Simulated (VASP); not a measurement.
# InAs (F-43m) in VASP: single point with PBE+D3(BJ)

Aim: the single point of InAs with PBE+D3(BJ).

Everything below comes from runs of VASP 6.6.1. Logs are shortened: lines on timing, memory, paths and dates and some standing lists are left out, and cuts for length are marked.

### 1 The cell of the first run

It takes space group F-43m (No. 216, cubic). The conventional cell has a = 6.036 Å, b = 6.036 Å, c = 6.036 Å, α = 90.00°, β = 90.00°, γ = 90.00°. Within 3.4 Å of In (site symmetry -43m) lie 4 As at 2.61 Å. As (site symmetry -43m) has 4 In at 2.61 Å within 3.4 Å.

### 2 Single point, PBE+D3(BJ)

File INCAR:

```
PREC = Accurate
ENCUT = 520
EDIFF = 1E-6
ISMEAR = 0
SIGMA = 0.1
LREAL = F
LASPH = T
NELM = 60
ALGO = Normal
ISIF = 2
LWAVE = F
LCHARG = T
GGA = PE
IVDW = 12
LELF = T
LVHAR = T
NBANDS = 16
```

File KPOINTS:

```
Automatic mesh
0
Gamma
  4 4 4
```

File POSCAR:

```
InAs
1.0
    0.0000000000      3.0180000000      3.0180000000
    3.0180000000      0.0000000000      3.0180000000
    3.0180000000      3.0180000000      0.0000000000
In As
1 1
Direct
    0.0000000000      0.0000000000      0.0000000000
    0.2500000000      0.2500000000      0.2500000000
```

Potentials or basis: VASP PAW PBE potentials, release 64 (In_d, As).

Command:

```
$ cat potpaw_PBE.64/In_d/POTCAR potpaw_PBE.64/As/POTCAR > POTCAR
$ mpirun -np 1 vasp_std > vasp.out
```

OUTCAR:

```text
PREC = Accurate
   ENCUT = 520
   EDIFF = 1E-6
   ISMEAR = 0
   LREAL = F
   LASPH = T
   NELM = 60
   ISIF = 2
   GGA = PE
   IVDW = 12
 IVDW          = 12

 ion  position               nearest neighbor table
   1  0.000  0.000  0.000-   2 2.61   2 2.61   2 2.61   2 2.61
   2  0.250  0.250  0.250-   1 2.61   1 2.61   1 2.61   1 2.61

  LATTYP: Found a face centered cubic cell.
 ALAT       =     6.0360000000

  Lattice vectors:

 A1 = (   0.0000000000,   3.0180000000,   3.0180000000)
 A2 = (   3.0180000000,   0.0000000000,   3.0180000000)
 A3 = (   3.0180000000,   3.0180000000,   0.0000000000)

Analysis of symmetry for initial positions (statically):
=====================================================================
 Subroutine PRICEL returns:
 Original cell was already a primitive cell.

 Routine SETGRP: Setting up the symmetry group for a
 face centered cubic supercell.

 Subroutine GETGRP returns: Found 24 space group operations
 (whereof 24 operations were pure point group operations)
 out of a pool of 48 trial point group operations.

The static configuration has the point symmetry T_d .

Analysis of symmetry for dynamics (positions and initial velocities):
=====================================================================
 Subroutine PRICEL returns:
 Original cell was already a primitive cell.

 Routine SETGRP: Setting up the symmetry group for a
 face centered cubic supercell.

 Subroutine GETGRP returns: Found 24 space group operations
 (whereof 24 operations were pure point group operations)
 out of a pool of 48 trial point group operations.

The dynamic configuration has the point symmetry T_d .

 Subroutine INISYM returns: Found 24 space group operations
 (whereof 24 operations are pure point group operations),
 and found     1 'primitive' translations

----------------------------------------------------------------------------------------

                                     Primitive cell

  volume of cell :      54.9778

  direct lattice vectors                    reciprocal lattice vectors
     0.000000000  3.018000000  3.018000000    -0.165672631  0.165672631  0.165672631
     3.018000000  0.000000000  3.018000000     0.165672631 -0.165672631  0.165672631
     3.018000000  3.018000000  0.000000000     0.165672631  0.165672631 -0.165672631

  length of vectors
     4.268096531  4.268096531  4.268096531     0.286953414  0.286953414  0.286953414

  position of ions in fractional coordinates (direct lattice)
     0.000000000  0.000000000  0.000000000
     0.250000000  0.250000000  0.250000000

  ion indices of the primitive-cell ions
   primitive index   ion index
                 1           1
                 2           2

----------------------------------------------------------------------------------------

 KPOINTS: Automatic mesh

Automatic generation of k-mesh.
 Grid dimensions read from file:
 generate k-points for:    4    4    4

 Generating k-lattice:

  Cartesian coordinates                     Fractional coordinates (reciprocal lattice)
    -0.041418158  0.041418158  0.041418158     0.250000000  0.000000000  0.000000000
     0.041418158 -0.041418158  0.041418158     0.000000000  0.250000000  0.000000000
     0.041418158  0.041418158 -0.041418158     0.000000000  0.000000000  0.250000000

  Length of vectors
     0.071738354  0.071738354  0.071738354

  Shift w.r.t. Gamma in fractional coordinates (k-lattice)
     0.000000000  0.000000000  0.000000000

 Subroutine IBZKPT returns following result:
 ===========================================

 Found      8 irreducible k-points:

 Following reciprocal coordinates:
            Coordinates               Weight
  0.000000  0.000000  0.000000      1.000000
  0.250000  0.000000  0.000000      8.000000
  0.500000  0.000000  0.000000      4.000000
  0.250000  0.250000  0.000000      6.000000
  0.500000  0.250000  0.000000     24.000000
 -0.250000  0.250000  0.000000     12.000000
  0.500000  0.500000  0.000000      3.000000
 -0.250000  0.500000  0.250000      6.000000
   k-points           NKPTS =      8   k-points in BZ     NKDIM =      8   number of bands    NBANDS=     16
   number of dos      NEDOS =    301   number of ions     NIONS =      2
   total plane-waves  NPLWV =  32768
   dimension x,y,z NGX =    32 NGY =   32 NGZ =   32
   dimension x,y,z NGXF=    64 NGYF=   64 NGZF=   64
   ions per type =               1   1
   NGX,Y,Z   is equivalent  to a cutoff of  12.46, 12.46, 12.46 a.u.
   NGXF,Y,Z  is equivalent  to a cutoff of  24.93, 24.93, 24.93 a.u.
 SYSTEM =  unknown system
   PREC   = accura    normal or accurate (medium, high low for compatibility)
   ISTART =      0    job   : 0-new  1-cont  2-samecut
   ICHARG =      2    charge: 1-file 2-atom 10-const
   ISPIN  =      1    spin polarized calculation?
   LNONCOLLINEAR =      F non collinear calculations
   LSORBIT =      F    spin-orbit coupling
   LASPH  =      T    aspherical Exc in radial PAW
   ENCUT  =  520.0 eV  38.22 Ry    6.18 a.u.   7.94  7.94  7.94*2*pi/ulx,y,z
   NELM   =     60;   NELMIN=  2; NELMDL= -5     # of ELM steps
   EDIFF  = 0.1E-05   stopping-criterion for ELM
   LREAL  =      F    real-space projection
   EDIFFG = 0.1E-04   stopping-criterion for IOM
   NSW    =      0    number of steps for IOM
   IBRION =     -1    ionic relax: 0-MD 1-quasi-New 2-CG
   NFREE  =      0    steps in history (QN), initial steepest desc. (CG)
   ISIF   =      2    stress and relaxation
   ISYM   =      2    0-nonsym 1-usesym 2-fastsym
   POTIM  = 0.5000    time-step for ionic-motion
   TEBEG  =    0.0;   TEEND  =   0.0 temperature during run
   PSTRESS=    0.0 pullay stress
   NELECT =      18.0000    total number of electrons
   NUPDOWN=      -1.0000    fix difference up-down
   EMIN   =  10.00;   EMAX   =-10.00  energy-range for DOS
   EFERMI =   0.00;   METHOD = LEGACY
   ISMEAR =     0;   SIGMA  =   0.10  broadening in eV -4-tet -1-fermi 0-gaus
   EFERMI_NEDOS =   21; number of points for ismear=-14 and -15
   IALGO  =     38    algorithm
   IMIX   =      4    mixing-type and parameters
     AMIX     =   0.40;   BMIX     =  1.00
     AMIX_MAG =   1.60;   BMIX_MAG =  1.00
  volume/ion in A,a.u.               =      27.49       185.50
  Fermi-wavevector in a.u.,A,eV,Ry     =   1.128331  2.132236 17.321990  1.273130
  Thomas-Fermi vector in A             =   2.265020
   LORBIT       =      0    0 simple, 1 ext, 2 COOP (PROOUT), +10 PAW based schemes
   GGA     = PE    functional components
   LHFCALC =     F    Hartree Fock is set to
   AEXX    =    0.0000 exact exchange contribution
   IVDW    =    12    specifies the selected vdW correction
   LEPSILON=     F    determine dielectric tensor
   LRPA    =     F    only Hartree local field effects (RPA)
 non-spin polarized calculation
 Gauss-broadening in eV      SIGMA  =   0.10
  energy-cutoff  :      520.00
  volume of cell :       54.98
 maximum number of plane-waves:      1480
   NGX = 15   NGY = 15   NGZ = 15

 number of electron      17.9999991 magnetization

 Free energy of the ion-electron system (eV)
  ---------------------------------------------------
  ext. energy  EPLUGINS =         0.00000000
  ---------------------------------------------------
  free energy    TOTEN  =        -7.52737885 eV

  energy without entropy =       -7.52495914  energy(sigma->0) =       -7.52616899

 E-fermi :   4.6341     XC(G=0):  -9.0970

 val. band max:        4.6035117454   @ k =   0.0000   0.0000   0.0000
 cond. band min:       5.5551471909   @ k =   0.5000   0.0000   0.0000
 fundamental gap:      0.9516354455
 Fermi energy:         4.6340659751

 k-point     1 :       0.0000    0.0000    0.0000
  band No.  band energies     occupation
      1      -9.8364      2.00000
      2      -9.8364      2.00000
      3      -9.8364      2.00000
      4      -9.7101      2.00000
      5      -9.7101      2.00000
      6      -7.2931      2.00000
      7       4.4242      1.99700
      8       4.6035      1.33433
      9       4.6035      1.33433
     10       4.6035      1.33433
     11       8.4847      0.00000
     12       8.4847      0.00000
     13       8.4847      0.00000
     14      12.1224      0.00000
     15      14.2747      0.00000
     16      14.2747      0.00000

 k-point     2 :       0.2500    0.0000    0.0000
  band No.  band energies     occupation
      1      -9.9017      2.00000
      2      -9.8177      2.00000
      3      -9.8177      2.00000
      4      -9.7088      2.00000
      5      -9.7088      2.00000
      6      -6.6828      2.00000
      7       0.8848      2.00000
      8       4.0240      2.00000
      9       4.0240      2.00000
     10       5.8477      0.00000
     11       9.2044      0.00000
     12       9.2044      0.00000
     13       9.7735      0.00000
     14      12.9591      0.00000
     15      13.1499      0.00000
     16      13.1499      0.00000

 k-point     3 :       0.5000    0.0000    0.0000
  band No.  band energies     occupation
      1      -9.9597      2.00000
      2      -9.8045      2.00000
      3      -9.8045      2.00000
      4      -9.7017      2.00000
      5      -9.7017      2.00000
      6      -5.8021      2.00000
      7      -1.2069      2.00000
      8       3.6019      2.00000
      9       3.6019      2.00000
     10       5.5551      0.00000
     11       9.2574      0.00000
     12       9.2574      0.00000
     13      11.4488      0.00000
     14      13.6738      0.00000
     15      15.3557      0.00000
     16      15.3557      0.00000

 k-point     4 :       0.2500    0.2500    0.0000
  band No.  band energies     occupation
      1      -9.9377      2.00000
      2      -9.7959      2.00000
      3      -9.7959      2.00000
      4      -9.7279      2.00000
      5      -9.6985      2.00000
      6      -6.4814      2.00000
      7       0.8939      2.00000
      8       3.1577      2.00000
      9       3.1577      2.00000
     10       6.8436      0.00000
     11       7.3875      0.00000
     12      10.8606      0.00000
     13      10.8606      0.00000
     14      11.3241      0.00000
     15      14.9279      0.00000
     16      15.6552      0.00000

 k-point     5 :       0.5000    0.2500    0.0000
  band No.  band energies     occupation
      1      -9.9827      2.00000
      2      -9.7862      2.00000
      3      -9.7771      2.00000
      4      -9.7259      2.00000
      5      -9.6965      2.00000
      6      -5.5704      2.00000
      7      -0.8890      2.00000
      8       1.8364      2.00000
      9       2.8286      2.00000
     10       6.8654      0.00000
     11       8.8299      0.00000
     12      10.5055      0.00000
     13      11.1653      0.00000
     14      13.8032      0.00000
     15      15.6216      0.00000
     16      16.1426      0.00000

 k-point     6 :      -0.2500    0.2500    0.0000
  band No.  band energies     occupation
      1      -9.9566      2.00000
      2      -9.7981      2.00000
      3      -9.7941      2.00000
      4      -9.7121      2.00000
      5      -9.7076      2.00000
      6      -5.8907      2.00000
      7      -0.3976      2.00000
      8       1.7442      2.00000
      9       3.5462      2.00000
     10       7.1985      0.00000
     11       9.5970      0.00000
     12       9.9490      0.00000
     13      10.0588      0.00000
     14      12.6631      0.00000
     15      14.3784      0.00000
     16      16.2117      0.00000

 k-point     7 :       0.5000    0.5000    0.0000
  band No.  band energies     occupation
      1     -10.0191      2.00000
      2      -9.7535      2.00000
      3      -9.7535      2.00000
      4      -9.7493      2.00000
      5      -9.6869      2.00000
      6      -5.2505      2.00000
      7      -1.2790      2.00000
      8       2.2522      2.00000
      9       2.2522      2.00000
     10       6.1158      0.00000
     11       6.6496      0.00000
     12      13.8300      0.00000
     13      13.8977      0.00000
     14      13.8977      0.00000
     15      16.0783      0.00000
     16      16.8264      0.00000

 k-point     8 :      -0.2500    0.5000    0.2500
  band No.  band energies     occupation
      1      -9.9951      2.00000
      2      -9.7859      2.00000
      3      -9.7610      2.00000
      4      -9.7258      2.00000
      5      -9.7014      2.00000
      6      -5.1976      2.00000
      7      -1.1361      2.00000
      8       1.6182      2.00000
      9       1.6961      2.00000
     10       8.8277      0.00000
     11       8.8802      0.00000
     12       9.5932      0.00000
     13      10.6701      0.00000
     14      14.4674      0.00000
     15      16.2920      0.00000
     16      16.3777      0.00000

------------------------ aborting loop because EDIFF is reached ----------------------------------------

 Edisp (eV)   -0.65020

 E8    (eV) :    -0.3016

  FORCE on cell =-STRESS in cart. coord.  units (eV):
  Direction    XX          YY          ZZ          XY          YZ          ZX
  --------------------------------------------------------------------------------------
  -------------------------------------------------------------------------------------
  Total       0.97632     0.97632     0.97632     0.00000     0.00000    -0.00000
  in kB      28.45204    28.45204    28.45204     0.00000     0.00000    -0.00000
  external pressure =       28.45 kB  Pullay stress =        0.00 kB

 VOLUME and BASIS-vectors are now :
 -----------------------------------------------------------------------------
  energy-cutoff  :      520.00
  volume of cell :       54.98
      direct lattice vectors                 reciprocal lattice vectors
     0.000000000  3.018000000  3.018000000    -0.165672631  0.165672631  0.165672631
     3.018000000  0.000000000  3.018000000     0.165672631 -0.165672631  0.165672631
     3.018000000  3.018000000  0.000000000     0.165672631  0.165672631 -0.165672631

 POSITION                                       TOTAL-FORCE (eV/Angst)
 -----------------------------------------------------------------------------------
      0.00000      0.00000      0.00000         0.000000      0.000000      0.000000
      1.50900      1.50900      1.50900        -0.000000     -0.000000     -0.000000
 -----------------------------------------------------------------------------------
    total drift:                               -0.000000     -0.000000     -0.000000

  FREE ENERGIE OF THE ION-ELECTRON SYSTEM (eV)
  ---------------------------------------------------
  free  energy   TOTEN  =        -8.1775771904 eV

  energy  without entropy=       -8.1751574823  energy(sigma->0) =       -8.17636734
```

Wall time 18 s (1 thread of Intel Xeon 8259CL, shared host); peak memory 0.18 GiB.

Results:

```
Free energy                : -8.1776 eV
Pressure                   : 2.8 GPa
Band gap on the k mesh     : zero (filled and empty bands touch)
Dispersion energy per atom : -0.325 eV
```

Caveat: the k points lie up to 0.45 Å⁻¹ apart; three body term missing; spin-orbit coupling is left out, which moves the levels of the heavy elements; pairwise dispersion overbinds metals, which lowers pressure and volume.
